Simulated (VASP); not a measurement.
The system is In3P.

```xyz
4
Lattice="1.7670 -2.5130 0.0000 1.7670 2.5130 0.0000 0.0000 0.0000 10.0500" Properties=species:S:1:pos:R:3 pbc="T T T"
In    1.7670    0.0000    7.5448
In    0.0000    0.0000    5.0250
In    1.7670    0.0000    2.5053
P     0.0000    0.0000    0.0000
```

| Item | Value |
| --- | --- |
| Program | VASP 6.6.1 |
| Task | relaxation of cell and atoms |
| Functional | PBE |
| Potentials or basis | VASP PAW PBE potentials, release 64 (In_d, P) |
| Cutoff | 600 eV |
| k mesh | 6 × 6 × 2 |
| Occupations | gaussian, width 0.1 eV |
| Spin | no spin polarisation |

At the start: pressure 5.3 GPa; volume 22.31 Å³/atom.

**Question.** How do energy, volume and symmetry change on relaxing?

**Answer.** Over 31 steps the energy falls by 278.9 meV/atom and the volume is 24.40 Å³/atom (+9.3 %); space group Cmmm (No. 65, to 0.05 Å).

The path:
```csv
step,energy change (eV),largest force (eV/Å),pressure (GPa),volume (Å³)
1,0.0000,1.0544,5.35,89.25
2,-0.2239,0.7678,-0.58,99.22
3,-0.2268,0.7461,-1.15,100.60
4,-0.3031,0.7123,-0.86,99.88
5,-0.4975,0.4790,0.19,97.73
6,-0.5168,0.5897,5.06,93.38
7,-0.5846,0.1400,1.73,95.83
8,-0.5940,0.0178,2.53,95.14
9,-0.6411,0.1107,1.92,96.90
10,-0.6587,0.1782,1.54,98.25
11,-0.6816,0.1669,0.93,100.95
12,-0.7045,0.2951,0.34,106.33
13,-0.7520,0.2826,-0.31,107.66
14,-0.7857,0.2830,-0.83,109.01
15,-0.8482,0.0889,-1.94,111.48
16,-0.8272,0.1587,-3.61,115.50
17,-0.8716,0.0375,-2.53,112.74
18,-0.9080,0.0859,-2.43,111.64
19,-0.9502,0.2043,-2.20,109.72
20,-0.9729,0.5795,-1.49,105.60
21,-1.0120,0.5671,-0.93,103.27
22,-1.0610,0.5102,0.69,98.20
23,-1.0642,0.4781,1.42,96.27
24,-1.0985,0.1910,0.72,96.78
25,-1.1079,0.0728,0.08,97.24
26,-1.1080,0.0514,0.13,97.20
27,-1.1114,0.0692,0.01,97.47
28,-1.1137,0.0914,-0.18,97.87
29,-1.1148,0.0483,0.06,97.49
30,-1.1148,0.0322,0.14,97.36
31,-1.1155,0.0047,0.07,97.60
```

Final structure:
```
CELL_PARAMETERS angstrom
2.44347 -2.48309 0.00000
2.44347 2.48309 0.00000
0.00000 0.00000 8.04267
ATOMIC_POSITIONS crystal
In 0.50000 0.50000 0.79956
In 0.00000 0.00000 0.50000
In 0.50000 0.50000 0.20044
P 0.00000 0.00000 0.00000
```

Caveat: the k points lie up to 0.39 Å⁻¹ apart in the final cell.
